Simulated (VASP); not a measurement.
**SiC (wurtzite type): single point with PBE**

The system is SiC (wurtzite type).

```xyz
4
Lattice="3.0919 0.0000 0.0000 -1.5460 2.6777 0.0000 0.0000 0.0000 5.0743" Properties=species:S:1:pos:R:3 pbc="T T T"
Si    0.0000    1.7851    0.0004
Si    1.5460    0.8926    2.5376
C     0.0000    1.7851    1.9075
C     1.5460    0.8926    4.4447
```

| Quantity | Value |
| --- | --- |
| Program | VASP 6.6.1 |
| Task | single point |
| Functional | PBE |
| Potentials or basis | VASP PAW PBE potentials, release 64 (Si, C) |
| Cutoff | 520 eV |
| k mesh | 12 × 12 × 7 |
| Occupations | fermi-dirac, width 0.02 eV |
| Spin | no spin polarisation |

| Property | Result |
| --- | --- |
| Pressure | 0.0 GPa |
| Band gap on the k mesh | 2.30 eV (least direct gap 3.94 eV) |

Levels at points of the mesh, in eV from the valence-band top:
```tsv
k point	band 5	band 6	band 7	band 8	band 9	band 10	band 11	band 12
(0.00, 0.00, 0.00)	-1.31	-0.11	0.00	0.00	4.67	6.04	6.57	6.57
(0.50, 0.00, 0.00)	-5.37	-3.29	-3.24	-1.19	2.75	4.21	6.76	7.07
```

Wall time 53 s on 1 thread of Intel(R) Xeon(R) Platinum 8175M CPU @ 2.50GHz (Skylake/Cascade Lake) (shared host), peak memory 0.18 GiB.

Caveat: an odd mesh through Γ misses points on the zone boundary, where band edges can lie.
